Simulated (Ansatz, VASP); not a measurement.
**Two plane-wave programs on AlGa3N4**

The input INCAR:

```
PREC = Accurate
ENCUT = 520
EDIFF = 1E-6
ISMEAR = 0
SIGMA = 0.05
LREAL = False
LASPH = True
NELM = 60
ALGO = Normal
ISIF = 2
LWAVE = False
LCHARG = False
GGA = PS
NBANDS = 41
```

Contents of KPOINTS:

```
regular mesh
0
Gamma
  6 6 6
```

The input POSCAR:

```
AlGa3N4
1.0
    4.2442465439      0.0000000000      0.0000000000
    0.0000000000      4.2442465439      0.0000000000
    0.0000000000      0.0000000000      4.6910093379
Al Ga N
1 3 4
Direct
    0.0000000000      0.0000000000      0.0000000000
    0.5000000000      0.5000000000      0.0000000000
    0.5000000000      0.0000000000      0.5000000000
    0.0000000000      0.5000000000      0.5000000000
    0.7550309200      0.7550309200      0.2449690800
    0.7550309200      0.2449690800      0.7550309200
    0.2449690800      0.7550309200      0.7550309200
    0.2449690800      0.2449690800      0.2449690800
```

Input for Ansatz:

```yaml
crystal:
  lattice:
    - [4.2442465439, 0.0, 0.0]
    - [0.0, 4.2442465439, 0.0]
    - [0.0, 0.0, 4.6910093379]
  atoms:
    - { symbol: Al, position: [0.0, 0.0, 0.0] }
    - { symbol: Ga, position: [0.5, 0.5, 0.0] }
    - { symbol: Ga, position: [0.5, 0.0, 0.5] }
    - { symbol: Ga, position: [0.0, 0.5, 0.5] }
    - { symbol: "N", position: [0.75503092, 0.75503092, 0.24496908] }
    - { symbol: "N", position: [0.75503092, 0.24496908, 0.75503092] }
    - { symbol: "N", position: [0.24496908, 0.75503092, 0.75503092] }
    - { symbol: "N", position: [0.24496908, 0.24496908, 0.24496908] }
basis:
  ecutwfc: 420
kpoints:
  mp_grid: { grid: [6, 6, 6] }
hamiltonian:
  xc: pbesol
scf:
  occupations: { method: gaussian, width: 0.05 }
output:
  forces: true
  stress: true
  eigenvalues: true
```

Change from the starting cell: strain -0.050 along x and y, +0.050 along z, atoms carried along.

Alike in both runs: task single point; functional PBEsol; k mesh 6 × 6 × 6; occupations gaussian, width 0.05 eV; no spin polarisation.

```csv
,VASP,Ansatz
version,VASP 6.6.1,Ansatz 0.2.0
potentials or method,"VASP PAW PBE potentials, release 64 (Al, Ga_d, N), cutoff 520 eV","scalar-relativistic, plane waves, PAW"
valence electrons in the cell,62,62
```

|  | VASP | Ansatz | Ansatz less VASP |
| --- | --- | --- | --- |
| gap on the k mesh at the Fermi level (eV) | 2.46 | 2.44 | -0.021 |
| least direct gap on the mesh (eV) | 2.46 | 2.44 | -0.022 |
| pressure (GPa) | 10.5 | 10.7 | +0.17 |
| traceless stress, the component that is largest in VASP (GPa) | -10.54 | -10.46 | +0.075 |
| rms of the force components (eV/Å) | 0.043 | 0.043 | +0.0003 |

VASP's potentials were made for PBE, not for PBEsol. Atom by atom the forces differ by 0.006 eV/Å (rms over components).
